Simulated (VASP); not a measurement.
# Si3Mo (I4/mmm) in VASP: a series of runs

Si3Mo is run at these levels: PBE; tasks: relaxation of cell and atoms, single point.

Program: VASP 6.6.1. These are calculated values, not measurements. Logs are shortened: lines on timing, memory, paths and dates and some standing lists are left out, and cuts for length are marked.

## Step 1: The cell of the first run

The structure is tetragonal, space group I4/mmm (No. 139). Conventional cell: a = 3.766 Å, b = 3.766 Å, c = 8.412 Å, α = 90.00°, β = 90.00°, γ = 90.00°. Within 3.5 Å of Si (site symmetry 4/mmm) lie 4 Mo at 2.66 Å and 8 Si at 2.82 Å. Si (site symmetry -4m2) has 8 Si at 2.66 to 2.82 Å and 4 Mo at 2.82 Å within 3.5 Å. Within 3.5 Å of Mo (site symmetry 4/mmm) lie 12 Si at 2.66 to 2.82 Å.

## Step 2: Relaxation of cell and atoms, PBE

The input, INCAR:

```
PREC     = Accurate       # precision mode
ENCUT    = 600            # plane-wave cutoff, eV
EDIFF    = 1E-7           # SCF threshold, eV
ISMEAR   = 0              # smearing method
SIGMA    = 0.1            # smearing width, eV
LREAL    = F              # projectors in reciprocal space
LASPH    = T              # aspherical terms in the spheres
NELM     = 80             # most SCF steps
ALGO     = Normal         # electronic algorithm
ISIF     = 3              # what is computed and relaxed
LWAVE    = F              # write WAVECAR
LCHARG   = F              # write CHGCAR
GGA      = PE             # functional
IBRION   = 2              # ionic algorithm
NSW      = 90             # ionic steps
EDIFFG   = -0.04          # ionic threshold
```

The input, KPOINTS:

```
regular mesh
0
Gamma
  6 6 6
```

The input, POSCAR:

```
Si3Mo
1.0
   -1.8829373911      1.8829373911      4.2060419646
    1.8829373911     -1.8829373911      4.2060419646
    1.8829373911      1.8829373911     -4.2060419646
Si Mo
3 1
Direct
    0.5000000000      0.5000000000      0.0000000000
    0.2500000000      0.7500000000      0.5000000000
    0.7500000000      0.2500000000      0.5000000000
    0.0000000000      0.0000000000      0.0000000000
```

Potentials or basis: VASP PAW PBE potentials, release 64 (Si, Mo_sv).

Command:

```
$ cat potpaw_PBE.64/Si/POTCAR potpaw_PBE.64/Mo_sv/POTCAR > POTCAR
$ mpirun -np 1 vasp_std > vasp.out
```

OUTCAR:

```text
PREC = Accurate
   ENCUT = 600
   EDIFF = 1E-7
   ISMEAR = 0
   LREAL = F
   LASPH = T
   NELM = 80
   ISIF = 3
   GGA = PE
   IBRION = 2
   NSW = 90
   EDIFFG = -0.04

 ion  position               nearest neighbor table
   1  0.500  0.500  0.000-   4 2.66   4 2.66   4 2.66   4 2.66   3 2.82   2 2.82   3 2.82   3 2.82
                             2 2.82   2 2.82   3 2.82   2 2.82
   2  0.250  0.750  0.500-   3 2.66   3 2.66   3 2.66   3 2.66   4 2.82   1 2.82   4 2.82   1 2.82
                             4 2.82   4 2.82   1 2.82   1 2.82
   3  0.750  0.250  0.500-   2 2.66   2 2.66   2 2.66   2 2.66   4 2.82   1 2.82   4 2.82   4 2.82
                             1 2.82   1 2.82   4 2.82   1 2.82
   4  0.000  0.000  0.000-   1 2.66   1 2.66   1 2.66   1 2.66   3 2.82   2 2.82   3 2.82   2 2.82
                             3 2.82   3 2.82   2 2.82   2 2.82

  LATTYP: Found a body centered tetragonal cell.
 ALAT       =     3.7658747822
 C/A-ratio  =     2.2337662338

  Lattice vectors:

 A1 = (  -1.8829373911,   1.8829373911,   4.2060419646)
 A2 = (   1.8829373911,  -1.8829373911,   4.2060419646)
 A3 = (   1.8829373911,   1.8829373911,  -4.2060419646)

Analysis of symmetry for initial positions (statically):
=====================================================================
 Subroutine PRICEL returns:
 Original cell was already a primitive cell.

 Routine SETGRP: Setting up the symmetry group for a
 body centered tetragonal supercell.

 Subroutine GETGRP returns: Found 16 space group operations
 (whereof 16 operations were pure point group operations)
 out of a pool of 16 trial point group operations.

The static configuration has the point symmetry D_4h.

Analysis of symmetry for dynamics (positions and initial velocities):
=====================================================================
 Subroutine PRICEL returns:
 Original cell was already a primitive cell.

 Routine SETGRP: Setting up the symmetry group for a
 body centered tetragonal supercell.

 Subroutine GETGRP returns: Found 16 space group operations
 (whereof 16 operations were pure point group operations)
 out of a pool of 16 trial point group operations.

The dynamic configuration has the point symmetry D_4h.

 Subroutine INISYM returns: Found 16 space group operations
 (whereof 16 operations are pure point group operations),
 and found     1 'primitive' translations

----------------------------------------------------------------------------------------

                                     Primitive cell

  volume of cell :      59.6493

  direct lattice vectors                    reciprocal lattice vectors
    -1.882937391  1.882937391  4.206041965     0.000000000  0.265542552  0.118876608
     1.882937391 -1.882937391  4.206041965     0.265542552  0.000000000  0.118876608
     1.882937391  1.882937391 -4.206041965     0.265542552  0.265542552  0.000000000

  length of vectors
     4.978121678  4.978121678  4.978121678     0.290937269  0.290937269  0.375533878

  position of ions in fractional coordinates (direct lattice)
     0.500000000  0.500000000  0.000000000
     0.250000000  0.750000000  0.500000000
     0.750000000  0.250000000  0.500000000
     0.000000000  0.000000000  0.000000000

  ion indices of the primitive-cell ions
   primitive index   ion index
                 1           1
                 2           2
                 3           3
                 4           4

----------------------------------------------------------------------------------------

 KPOINTS: regular mesh

Automatic generation of k-mesh.
 Grid dimensions read from file:
 generate k-points for:    6    6    6

 Generating k-lattice:

  Cartesian coordinates                     Fractional coordinates (reciprocal lattice)
     0.000000000  0.044257092  0.019812768     0.166666667  0.000000000  0.000000000
     0.044257092  0.000000000  0.019812768     0.000000000  0.166666667  0.000000000
     0.044257092  0.044257092  0.000000000     0.000000000  0.000000000  0.166666667

  Length of vectors
     0.048489545  0.048489545  0.062588980

  Shift w.r.t. Gamma in fractional coordinates (k-lattice)
     0.000000000  0.000000000  0.000000000

 Subroutine IBZKPT returns following result:
 ===========================================

 Found     30 irreducible k-points:

 Following reciprocal coordinates:
            Coordinates               Weight
  0.000000  0.000000  0.000000      1.000000
  0.166667  0.000000  0.000000      8.000000
  0.333333 -0.000000  0.000000      8.000000
  0.500000  0.000000  0.000000      4.000000
  0.166667  0.166667  0.000000      8.000000
  0.333333  0.166667  0.000000     16.000000
[... 16 lines left out ...]
 -0.333333 -0.333333  0.166667      8.000000
 -0.166667 -0.333333  0.166667      8.000000
 [... further k-points ...]
   k-points           NKPTS =     30   k-points in BZ     NKDIM =     30   number of bands    NBANDS=     17
   number of dos      NEDOS =    301   number of ions     NIONS =      4
   total plane-waves  NPLWV =  64000
   dimension x,y,z NGX =    40 NGY =   40 NGZ =   40
   dimension x,y,z NGXF=    80 NGYF=   80 NGZF=   80
   ions per type =               3   1
   NGX,Y,Z   is equivalent  to a cutoff of  13.36, 13.36, 13.36 a.u.
   NGXF,Y,Z  is equivalent  to a cutoff of  26.72, 26.72, 26.72 a.u.
 SYSTEM =  unknown system
   PREC   = accura    normal or accurate (medium, high low for compatibility)
   ISTART =      0    job   : 0-new  1-cont  2-samecut
   ICHARG =      2    charge: 1-file 2-atom 10-const
   ISPIN  =      1    spin polarized calculation?
   LNONCOLLINEAR =      F non collinear calculations
   LSORBIT =      F    spin-orbit coupling
   LASPH  =      T    aspherical Exc in radial PAW
   ENCUT  =  600.0 eV  44.10 Ry    6.64 a.u.   9.94  9.94  9.94*2*pi/ulx,y,z
   NELM   =     80;   NELMIN=  2; NELMDL= -5     # of ELM steps
   EDIFF  = 0.1E-06   stopping-criterion for ELM
   LREAL  =      F    real-space projection
   EDIFFG = -.4E-01   stopping-criterion for IOM
   NSW    =     90    number of steps for IOM
   IBRION =      2    ionic relax: 0-MD 1-quasi-New 2-CG
   NFREE  =      1    steps in history (QN), initial steepest desc. (CG)
   ISIF   =      3    stress and relaxation
   ISYM   =      2    0-nonsym 1-usesym 2-fastsym
   POTIM  = 0.5000    time-step for ionic-motion
   TEBEG  =    0.0;   TEEND  =   0.0 temperature during run
   PSTRESS=    0.0 pullay stress
   NELECT =      26.0000    total number of electrons
   NUPDOWN=      -1.0000    fix difference up-down
   EMIN   =  10.00;   EMAX   =-10.00  energy-range for DOS
   EFERMI =   0.00;   METHOD = LEGACY
   ISMEAR =     0;   SIGMA  =   0.10  broadening in eV -4-tet -1-fermi 0-gaus
   EFERMI_NEDOS =   21; number of points for ismear=-14 and -15
   IALGO  =     38    algorithm
   IMIX   =      4    mixing-type and parameters
     AMIX     =   0.40;   BMIX     =  1.00
     AMIX_MAG =   1.60;   BMIX_MAG =  1.00
  volume/ion in A,a.u.               =      14.91       100.63
  Fermi-wavevector in a.u.,A,eV,Ry     =   1.241264  2.345649 20.962991  1.540736
  Thomas-Fermi vector in A             =   2.375669
   LORBIT       =      0    0 simple, 1 ext, 2 COOP (PROOUT), +10 PAW based schemes
   GGA     = PE    functional components
   LHFCALC =     F    Hartree Fock is set to
   AEXX    =    0.0000 exact exchange contribution
   IVDW    =     0    specifies the selected vdW correction
   LEPSILON=     F    determine dielectric tensor
   LRPA    =     F    only Hartree local field effects (RPA)
 conjugate gradient relaxation of ions
 non-spin polarized calculation
 Gauss-broadening in eV      SIGMA  =   0.10
  energy-cutoff  :      600.00
  volume of cell :       59.65
 maximum number of plane-waves:      2024
   NGX = 19   NGY = 19   NGZ = 19

--------------------------------------- Ionic step        1  -------------------------------------------

 number of electron      26.0000001 magnetization

 Free energy of the ion-electron system (eV)
  ---------------------------------------------------
  ext. energy  EPLUGINS =         0.00000000
  ---------------------------------------------------
  free energy    TOTEN  =       -25.98368705 eV

  energy without entropy =      -25.95855386  energy(sigma->0) =      -25.97112046

------------------------ aborting loop because EDIFF is reached ----------------------------------------

  FORCE on cell =-STRESS in cart. coord.  units (eV):
  Direction    XX          YY          ZZ          XY          YZ          ZX
  --------------------------------------------------------------------------------------
  -------------------------------------------------------------------------------------
  Total       -2.4654377     -2.4654377     -4.6688953      0.0000000     -0.0000000     -0.0000000
  in kB      -66.2215382    -66.2215382   -125.4063031      0.0000000     -0.0000000     -0.0000000
  external PRESSURE =     -85.9497931 kB  Pullay stress =       0.0000000 kB
[... 251 lines left out ...]
  energy  without entropy=      -26.1687382589  energy(sigma->0) =      -26.17905603

--------------------------------------- Ionic step        8  -------------------------------------------

 number of electron      26.0000000 magnetization

 Free energy of the ion-electron system (eV)
  ---------------------------------------------------
  ext. energy  EPLUGINS =         0.00000000
  ---------------------------------------------------
  free energy    TOTEN  =       -26.19136745 eV

  energy without entropy =      -26.17084404  energy(sigma->0) =      -26.18110575

 E-fermi :  11.8132     XC(G=0): -12.0522

 val. band max:       11.8021741261   @ k =  -0.3333   0.5000   0.1667
 cond. band min:      11.8236590318   @ k =  -0.1667  -0.1667   0.1667
 fundamental gap:      0.0214849057
 Fermi energy:        11.8132274182

 k-point     1 :       0.0000    0.0000    0.0000
  band No.  band energies     occupation
      1     -49.0814      2.00000
      2     -23.2533      2.00000
      3     -23.2533      2.00000
      4     -23.2220      2.00000
      5      -2.1371      2.00000
      6       5.9294      2.00000
[... 9 lines left out ...]
     16      14.1667      0.00000
     17      14.6800      0.00000
[... 443 lines left out ...]
      1     -49.0808      2.00000
      2     -23.2673      2.00000
      3     -23.2530      2.00000
      4     -23.2269      2.00000
      5      -1.2240      2.00000
      6       3.1904      2.00000
[... 9 lines left out ...]
     16      13.8406      0.00000
     17      14.2959      0.00000

 [... further k-points ...]

------------------------ aborting loop because EDIFF is reached ----------------------------------------

  FORCE on cell =-STRESS in cart. coord.  units (eV):
  Direction    XX          YY          ZZ          XY          YZ          ZX
  --------------------------------------------------------------------------------------
  -------------------------------------------------------------------------------------
  Total       -0.0254513     -0.0254513      0.0591571      0.0000000     -0.0000000      0.0000000
  in kB       -0.7361717     -0.7361717      1.7111048      0.0000000     -0.0000000      0.0000000
  external PRESSURE =       0.0795871 kB  Pullay stress =       0.0000000 kB
[... 19 lines left out ...]
  FREE ENERGIE OF THE ION-ELECTRON SYSTEM (eV)
  ---------------------------------------------------
  free  energy   TOTEN  =       -26.1913674543 eV

  energy  without entropy=      -26.1708440444  energy(sigma->0) =      -26.18110575

 reached required accuracy - stopping structural energy minimisation
```

Run time: 2.3 min. Hardware: 1 thread of Intel Xeon Platinum 8559C (Emerald Rapids), shared host; peak memory 0.26 GiB.

Results:

- Free energy: -26.1914 eV
- Relaxed volume: 13.85 Å³/atom
- Relaxed cell: a = 4.715 Å, b = 4.715 Å, c = 4.715 Å, α = 132.81°, β = 132.81°, γ = 68.96°
- Space group after relaxing (to 0.05 Å): I4/mmm (No. 139)
- Energy gained by relaxing: 51.9 meV/atom
- Ionic steps: 8
- Pressure after relaxing: 0.0 GPa
- Band gap on the k mesh: zero (band 13 reaches 12.19 eV, above the bottom of band 14 at 10.73 eV)

Stress tensor (GPa, compression positive):
```
-0.07  0.00  0.00
 0.00 -0.07  0.00
 0.00  0.00  0.17
```

The path:
| step | energy change (eV) | largest force (eV/Å) | pressure (GPa) | volume (Å³) |
| --- | --- | --- | --- | --- |
| 1 | 0.0000 | 0.0000 | -8.59 | 59.65 |
| 2 | -0.1127 | 0.0000 | 7.29 | 52.99 |
| 3 | -0.1507 | 0.0000 | 0.93 | 55.03 |
| 4 | -0.1861 | 0.0000 | 0.99 | 55.04 |
| 5 | -0.1697 | 0.0000 | 1.45 | 54.89 |
| 6 | -0.2064 | 0.0000 | 1.07 | 55.00 |
| 7 | -0.2057 | 0.0000 | -1.29 | 55.88 |
| 8 | -0.2077 | 0.0000 | 0.01 | 55.39 |

Final structure:
```
CELL_PARAMETERS angstrom
-1.88752 1.88752 3.88685
1.88752 -1.88752 3.88685
1.88752 1.88752 -3.88685
ATOMIC_POSITIONS crystal
Si 0.50000 0.50000 0.00000
Si 0.25000 0.75000 0.50000
Si 0.75000 0.25000 0.50000
Mo 0.00000 0.00000 0.00000
```

Levels at points of the mesh, in eV from the Fermi level:
```tsv
k point	band 9	band 10	band 11	band 12	band 13	band 14	band 15	band 16	band 17
(0.00, 0.00, 0.00)	-4.76	-4.50	-2.72	-1.42	-1.04	-1.04	0.82	2.35	2.87
(0.50, 0.00, 0.00)	-4.50	-2.69	-2.21	-1.00	-0.26	-0.16	0.86	2.08	3.16
(0.50, 0.50, 0.00)	-5.25	-4.85	-3.83	0.05	0.13	1.04	1.32	1.84	2.26
(0.50, 0.50, 0.50)	-4.27	-2.55	-1.63	-1.63	-1.12	1.77	2.15	2.75	3.37
```

Caveat: the k points lie up to 0.39 Å⁻¹ apart in the final cell.

[end of part 1 of 2]
